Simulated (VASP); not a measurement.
Wanted: the native input for a VASP 6.6.1 run.

| Item | Value |
| --- | --- |
| Task | single point |
| Functional | PBEsol |
| Potentials or basis | VASP PAW PBE potentials, release 64 (Zn, S) |
| Cutoff | 520 eV |
| k mesh | 8 × 8 × 5 |
| Occupations | fermi-dirac, width 0.05 eV |
| Spin | no spin polarisation |
| Dipole correction | no |
| Further INCAR settings | ALGO = Normal; EDIFF = 1e-07; NBANDS = 26 |

The structure of ZnS (Wurtzite-2H) lies in POSCAR:

```
ZnS
1.0
    3.7332026603      0.0000000000      0.0000000000
   -1.8666013302      3.2330483413      0.0000000000
    0.0000000000      0.0000000000      6.1067398017
Zn S
2 2
Direct
    0.6666666667      0.3333333333      0.5000000000
    0.3333333333      0.6666666667      0.0000000000
    0.6666666667      0.3333333333      0.8850000000
    0.3333333333      0.6666666667      0.3850000000
```

This cell differs from its parent crystal: volume scaled by 0.94.

These files were run (other wordings do the same):

INCAR

```
SYSTEM = ZnS
ALGO     = Normal         ! electronic algorithm
EDIFF    = 1E-7           ! SCF threshold, eV
ENCUT    = 520            ! plane-wave cutoff, eV
GGA      = PS             ! functional
ISIF     = 2              ! what is computed and relaxed
ISMEAR   = -1             ! smearing method
LASPH    = .True.         ! aspherical terms in the spheres
LCHARG   = .False.        ! write CHGCAR
LREAL    = .False.        ! projectors in reciprocal space
LWAVE    = .False.        ! write WAVECAR
NBANDS   = 26             ! bands
NELM     = 100            ! most SCF steps
PREC     = Accurate       ! precision mode
SIGMA    = 0.05           ! smearing width, eV
```

KPOINTS

```
k-points
0
Gamma
  8 8 5
  0 0 0
```

Potentials or basis: VASP PAW PBE potentials, release 64 (Zn, S).

Command:

```console
$ cat potpaw_PBE.64/Zn/POTCAR potpaw_PBE.64/S/POTCAR > POTCAR
$ mpirun -np 1 vasp_std > vasp.out
```

It gave:

```yaml
Pressure: 4.1 GPa
Largest_force: 0.388 eV/Å
Band_gap_on_the_k_mesh: 2.41 eV, direct
```

Caveat: the PAW data sets were made with another functional, which shifts forces and pressure a little.

Wall time 43 s on 1 thread of Intel(R) Xeon(R) Platinum 8259CL CPU @ 2.50GHz (Skylake/Cascade Lake) (shared host), peak memory 0.21 GiB.
